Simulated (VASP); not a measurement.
# As2Se (I4_1/amd) in VASP: further runs

The runs below take As2Se through single point, with PBEsol.

All numbers are computed with VASP 6.6.1; they aren't measurements. Logs are shortened: lines on timing, memory, paths and dates and some standing lists are left out, and cuts for length are marked.

### 1 The cell of the first run

It takes space group I4_1/amd (No. 141, tetragonal). Conventional cell: a = 7.059 Å, b = 7.059 Å, c = 5.307 Å, α = 90.00°, β = 90.00°, γ = 90.00°. Within 3.5 Å of As (site symmetry 2/m) lie 2 Se at 2.66 Å and 4 As at 2.83 Å. Within 3.5 Å of Se (site symmetry -4m2) lie 4 As at 2.66 Å.

### 2 Single point, PBEsol

File INCAR:

```
SYSTEM = As2Se
ALGO     = Normal         ! electronic algorithm
EDIFF    = 1E-7           ! SCF threshold, eV
ENCUT    = 520            ! plane-wave cutoff, eV
GGA      = PS             ! functional
ISIF     = 2              ! what is computed and relaxed
ISMEAR   = 0              ! smearing method
LASPH    = .True.         ! aspherical terms in the spheres
LCHARG   = .False.        ! write CHGCAR
LREAL    = .False.        ! projectors in reciprocal space
LWAVE    = .False.        ! write WAVECAR
NBANDS   = 25             ! bands
NELM     = 60             ! most SCF steps
PREC     = Accurate       ! precision mode
SIGMA    = 0.1            ! smearing width, eV
```

File KPOINTS:

```
Automatic mesh
0
Gamma
  4 4 4
  0.5 0.5 0.5
```

File POSCAR:

```
As2Se
1.0
   -3.5294180000      3.5294180000      2.6535710000
    3.5294180000     -3.5294180000      2.6535710000
    3.5294180000      3.5294180000     -2.6535710000
As Se
4 2
Direct
    0.8750000000      0.1250000000      0.7500000000
    0.3750000000      0.1250000000      0.2500000000
    0.8750000000      0.6250000000      0.7500000000
    0.8750000000      0.1250000000      0.2500000000
    0.5000000000      0.5000000000      0.0000000000
    0.2500000000      0.7500000000      0.5000000000
```

Potentials or basis: VASP PAW PBE potentials, release 64 (As, Se).

Started as:

```console
$ cat potpaw_PBE.64/As/POTCAR potpaw_PBE.64/Se/POTCAR > POTCAR
$ mpirun -np 1 vasp_std > vasp.out
```

OUTCAR:

```text
SYSTEM = As2Se
   EDIFF = 1E-7
   ENCUT = 520
   GGA = PS
   ISIF = 2
   ISMEAR = 0
   LASPH = .True.
   LREAL = .False.
   NELM = 60
   PREC = Accurate

 ion  position               nearest neighbor table
   1  0.875  0.125  0.750-   5 2.66   6 2.66   4 2.83   4 2.83   3 2.83   3 2.83
   2  0.375  0.125  0.250-   5 2.66   6 2.66   3 2.83   4 2.83   4 2.83   3 2.83
   3  0.875  0.625  0.750-   5 2.66   6 2.66   1 2.83   2 2.83   1 2.83   2 2.83
   4  0.875  0.125  0.250-   6 2.66   5 2.66   2 2.83   1 2.83   1 2.83   2 2.83
   5  0.500  0.500  0.000-   4 2.66   2 2.66   3 2.66   1 2.66
   6  0.250  0.750  0.500-   1 2.66   2 2.66   3 2.66   4 2.66

  LATTYP: Found a body centered tetragonal cell.
 ALAT       =     7.0588360000
 C/A-ratio  =     0.7518437884

  Lattice vectors:

 A1 = (  -3.5294180000,   3.5294180000,   2.6535710000)
 A2 = (   3.5294180000,  -3.5294180000,   2.6535710000)
 A3 = (   3.5294180000,   3.5294180000,  -2.6535710000)

Analysis of symmetry for initial positions (statically):
=====================================================================
 Subroutine PRICEL returns:
 Original cell was already a primitive cell.

 Routine SETGRP: Setting up the symmetry group for a
 body centered tetragonal supercell.

 Subroutine GETGRP returns: Found 16 space group operations
 (whereof  8 operations were pure point group operations)
 out of a pool of 16 trial point group operations.

The static configuration has the point symmetry D_2d.
 The point group associated with its full space group is D_4h.

Analysis of symmetry for dynamics (positions and initial velocities):
=====================================================================
 Subroutine PRICEL returns:
 Original cell was already a primitive cell.

 Routine SETGRP: Setting up the symmetry group for a
 body centered tetragonal supercell.

 Subroutine GETGRP returns: Found 16 space group operations
 (whereof  8 operations were pure point group operations)
 out of a pool of 16 trial point group operations.

The dynamic configuration has the point symmetry D_2d.
 The point group associated with its full space group is D_4h.

 Subroutine INISYM returns: Found 16 space group operations
 (whereof  8 operations are pure point group operations),
 and found     1 'primitive' translations

----------------------------------------------------------------------------------------

                                     Primitive cell

  volume of cell :     132.2199

  direct lattice vectors                    reciprocal lattice vectors
    -3.529418000  3.529418000  2.653571000     0.000000000  0.141666416  0.188425333
     3.529418000 -3.529418000  2.653571000     0.141666416  0.000000000  0.188425333
     3.529418000  3.529418000 -2.653571000     0.141666416  0.141666416  0.000000000

  length of vectors
     5.652877311  5.652877311  5.652877311     0.235740280  0.235740280  0.200346567

  position of ions in fractional coordinates (direct lattice)
     0.875000000  0.125000000  0.750000000
     0.375000000  0.125000000  0.250000000
     0.875000000  0.625000000  0.750000000
     0.875000000  0.125000000  0.250000000
     0.500000000  0.500000000  0.000000000
     0.250000000  0.750000000  0.500000000

  ion indices of the primitive-cell ions
   primitive index   ion index
                 1           1
                 2           2
                 3           3
                 4           4
                 5           5
                 6           6

----------------------------------------------------------------------------------------

 KPOINTS: Automatic mesh

Automatic generation of k-mesh.
 Grid dimensions read from file:
 generate k-points for:    4    4    4

 Generating k-lattice:

  Cartesian coordinates                     Fractional coordinates (reciprocal lattice)
     0.000000000  0.035416604  0.047106333     0.250000000 -0.000000000  0.000000000
     0.035416604  0.000000000  0.047106333    -0.000000000  0.250000000  0.000000000
     0.035416604  0.035416604  0.000000000     0.000000000  0.000000000  0.250000000

  Length of vectors
     0.058935070  0.058935070  0.050086642

  Shift w.r.t. Gamma in fractional coordinates (k-lattice)
     0.500000000  0.500000000  0.500000000

 Subroutine IBZKPT returns following result:
 ===========================================

 Found     11 irreducible k-points:

 Following reciprocal coordinates:
            Coordinates               Weight
  0.125000  0.125000  0.125000      8.000000
  0.375000  0.125000  0.125000      8.000000
 -0.125000  0.125000  0.125000      4.000000
  0.375000  0.375000  0.125000      4.000000
 -0.375000  0.375000  0.125000      8.000000
 -0.125000  0.375000  0.125000      8.000000
 -0.375000 -0.375000  0.125000      8.000000
 -0.125000 -0.375000  0.125000      8.000000
 -0.125000 -0.125000  0.125000      2.000000
 -0.375000  0.375000  0.375000      4.000000
 -0.375000 -0.375000  0.375000      2.000000
   k-points           NKPTS =     11   k-points in BZ     NKDIM =     11   number of bands    NBANDS=     25
   number of dos      NEDOS =    301   number of ions     NIONS =      6
   total plane-waves  NPLWV =  74088
   dimension x,y,z NGX =    42 NGY =   42 NGZ =   42
   dimension x,y,z NGXF=    84 NGYF=   84 NGZF=   84
   ions per type =               4   2
   NGX,Y,Z   is equivalent  to a cutoff of  12.35, 12.35, 12.35 a.u.
   NGXF,Y,Z  is equivalent  to a cutoff of  24.70, 24.70, 24.70 a.u.
 SYSTEM =  As2Se
   PREC   = accura    normal or accurate (medium, high low for compatibility)
   ISTART =      0    job   : 0-new  1-cont  2-samecut
   ICHARG =      2    charge: 1-file 2-atom 10-const
   ISPIN  =      1    spin polarized calculation?
   LNONCOLLINEAR =      F non collinear calculations
   LSORBIT =      F    spin-orbit coupling
   LASPH  =      T    aspherical Exc in radial PAW
   ENCUT  =  520.0 eV  38.22 Ry    6.18 a.u.  10.51 10.51 10.51*2*pi/ulx,y,z
   NELM   =     60;   NELMIN=  2; NELMDL= -5     # of ELM steps
   EDIFF  = 0.1E-06   stopping-criterion for ELM
   LREAL  =      F    real-space projection
   EDIFFG = 0.1E-05   stopping-criterion for IOM
   NSW    =      0    number of steps for IOM
   IBRION =     -1    ionic relax: 0-MD 1-quasi-New 2-CG
   NFREE  =      0    steps in history (QN), initial steepest desc. (CG)
   ISIF   =      2    stress and relaxation
   ISYM   =      2    0-nonsym 1-usesym 2-fastsym
   POTIM  = 0.5000    time-step for ionic-motion
   TEBEG  =    0.0;   TEEND  =   0.0 temperature during run
   PSTRESS=    0.0 pullay stress
   NELECT =      32.0000    total number of electrons
   NUPDOWN=      -1.0000    fix difference up-down
   EMIN   =  10.00;   EMAX   =-10.00  energy-range for DOS
   EFERMI =   0.00;   METHOD = LEGACY
   ISMEAR =     0;   SIGMA  =   0.10  broadening in eV -4-tet -1-fermi 0-gaus
   EFERMI_NEDOS =   21; number of points for ismear=-14 and -15
   IALGO  =     38    algorithm
   IMIX   =      4    mixing-type and parameters
     AMIX     =   0.40;   BMIX     =  1.00
     AMIX_MAG =   1.60;   BMIX_MAG =  1.00
  volume/ion in A,a.u.               =      22.04       148.71
  Fermi-wavevector in a.u.,A,eV,Ry     =   1.020217  1.927930 14.161523  1.040843
  Thomas-Fermi vector in A             =   2.153774
   LORBIT       =      0    0 simple, 1 ext, 2 COOP (PROOUT), +10 PAW based schemes
   GGA     = PS    functional components
   LHFCALC =     F    Hartree Fock is set to
   AEXX    =    0.0000 exact exchange contribution
   IVDW    =     0    specifies the selected vdW correction
   LEPSILON=     F    determine dielectric tensor
   LRPA    =     F    only Hartree local field effects (RPA)
 non-spin polarized calculation
 Gauss-broadening in eV      SIGMA  =   0.10
  energy-cutoff  :      520.00
  volume of cell :      132.22
 maximum number of plane-waves:      3586
 NGX is ok and might be reduce to    42
   NGX = 21   NGY = 21   NGZ = 21

 number of electron      31.9999999 magnetization

 Free energy of the ion-electron system (eV)
  ---------------------------------------------------
  ext. energy  EPLUGINS =         0.00000000
  ---------------------------------------------------
  free energy    TOTEN  =       -28.02316428 eV

  energy without entropy =      -28.02316427  energy(sigma->0) =      -28.02316427

 E-fermi :   4.8255     XC(G=0): -10.0797

 val. band max:        4.4475736735   @ k =   0.3750   0.3750   0.1250
 cond. band min:       5.2034733294   @ k =  -0.3750   0.3750   0.1250
 fundamental gap:      0.7558996558
 Fermi energy:         4.8254721908

 k-point     1 :       0.1250    0.1250    0.1250
  band No.  band energies     occupation
      1      -9.8645      2.00000
      2      -8.5275      2.00000
      3      -6.8096      2.00000
      4      -6.4868      2.00000
      5      -5.2816      2.00000
      6      -4.0556      2.00000
[... 17 lines left out ...]
     24       9.6003      0.00000
     25       9.8848      0.00000

 k-point     2 :       0.3750    0.1250    0.1250
  band No.  band energies     occupation
      1      -8.9576      2.00000
      2      -8.7918      2.00000
      3      -7.9458      2.00000
      4      -7.0339      2.00000
      5      -5.0425      2.00000
      6      -3.5601      2.00000
[... 17 lines left out ...]
     24       9.0685      0.00000
     25      10.5785      0.00000

 k-point     3 :      -0.1250    0.1250    0.1250
  band No.  band energies     occupation
      1     -10.2739      2.00000
      2      -8.3685      2.00000
      3      -5.8747      2.00000
      4      -5.8176      2.00000
      5      -5.7589      2.00000
      6      -4.2996      2.00000
[... 188 lines left out ...]
 k-point    10 :      -0.3750    0.3750    0.3750
  band No.  band energies     occupation
      1      -9.3905      2.00000
      2      -8.9970      2.00000
      3      -6.3323      2.00000
      4      -6.2374      2.00000
      5      -5.8804      2.00000
      6      -5.6125      2.00000
[... 17 lines left out ...]
     24       8.7330      0.00000
     25      10.7648      0.00000

 k-point    11 :      -0.3750   -0.3750    0.3750
  band No.  band energies     occupation
      1      -9.0294      2.00000
      2      -8.8018      2.00000
      3      -7.6413      2.00000
      4      -6.2795      2.00000
      5      -6.2795      2.00000
      6      -4.3359      2.00000
[... 17 lines left out ...]
     24       9.2925      0.00000
     25      10.6537      0.00000

------------------------ aborting loop because EDIFF is reached ----------------------------------------

  FORCE on cell =-STRESS in cart. coord.  units (eV):
  Direction    XX          YY          ZZ          XY          YZ          ZX
  --------------------------------------------------------------------------------------
  -------------------------------------------------------------------------------------
  Total       -2.5616468     -2.5616468     -2.3462189      0.0000000      0.0000000      0.0000000
  in kB      -31.0408022    -31.0408022    -28.4303512      0.0000000      0.0000000      0.0000000
  external PRESSURE =     -30.1706519 kB  Pullay stress =       0.0000000 kB

 VOLUME and BASIS-vectors are now :
 -----------------------------------------------------------------------------
  energy-cutoff  :      520.00
  volume of cell :      132.22
      direct lattice vectors                 reciprocal lattice vectors
    -3.529418000  3.529418000  2.653571000     0.000000000  0.141666416  0.188425333
     3.529418000 -3.529418000  2.653571000     0.141666416  0.000000000  0.188425333
     3.529418000  3.529418000 -2.653571000     0.141666416  0.141666416  0.000000000

 POSITION                                       TOTAL-FORCE (eV/Angst)
 -----------------------------------------------------------------------------------
      0.00000      5.29413      0.66339         0.000000     -0.000000      0.000000
     -0.00000      1.76471      0.66339         0.000000     -0.000000      0.000000
      1.76471      3.52942      1.99018         0.000000     -0.000000      0.000000
     -1.76471      3.52942      1.99018         0.000000     -0.000000      0.000000
      0.00000      0.00000      2.65357        -0.000000     -0.000000      0.000000
      3.52942     -0.00000      1.32679        -0.000000      0.000000     -0.000000
 -----------------------------------------------------------------------------------
    total drift:                               -0.000000      0.000000     -0.000000

  FREE ENERGIE OF THE ION-ELECTRON SYSTEM (eV)
  ---------------------------------------------------
  free  energy   TOTEN  =       -28.0231642782 eV

  energy  without entropy=      -28.0231642694  energy(sigma->0) =      -28.02316427
```

It took 20 s on 1 thread of Intel Xeon 6975P-C (Granite Rapids), shared host; peak memory 0.25 GiB.

Results:

```
Free energy            : -28.0232 eV
Pressure               : -3.0 GPa
Band gap on the k mesh : 0.76 eV, indirect (least direct gap 1.09 eV)
```

Caveat: the PAW data sets were made with another functional, which shifts forces and pressure a little. A k mesh can miss the band edges.

(Part 1 of 2 ends here.)
